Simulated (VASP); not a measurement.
A run of VASP 6.6.1 is set up as follows.

The input INCAR:

```
SYSTEM = CdS
PREC = Accurate
ENCUT = 520
EDIFF = 1E-7
ISMEAR = 0
SIGMA = 0.01
LREAL = .False.
LASPH = .True.
NELM = 100
ALGO = Normal
ISIF = 2
LWAVE = .False.
LCHARG = .False.
GGA = PS
NBANDS = 16
```

KPOINTS

```
Automatic mesh
0
Gamma
  8 8 8
  0 0 0
```

POSCAR

```
CdS
1.0
    2.7550636382      2.7550636382      0.0000000000
   -2.7550636382      2.7550636382      0.0000000000
    0.0000000000      2.7550636382      2.7550636382
Cd S
1 1
Direct
    0.0000000000      0.0000000000      0.0000000000
    0.7500000000      0.2500000000      0.5000000000
```

Potentials or basis: VASP PAW PBE potentials, release 64 (Cd, S).

Run with:

```sh
$ cat potpaw_PBE.64/Cd/POTCAR potpaw_PBE.64/S/POTCAR > POTCAR
$ mpirun -np 1 vasp_std > vasp.out
```

(1) Predict the pressure.

(2) What does it give for the band gap on the k mesh?

Answers

(1) 15.8 GPa.

(2) 1.34 eV.

Caveat: the cell stands under pressure; the PAW data sets were made with another functional, which shifts forces and pressure a little.
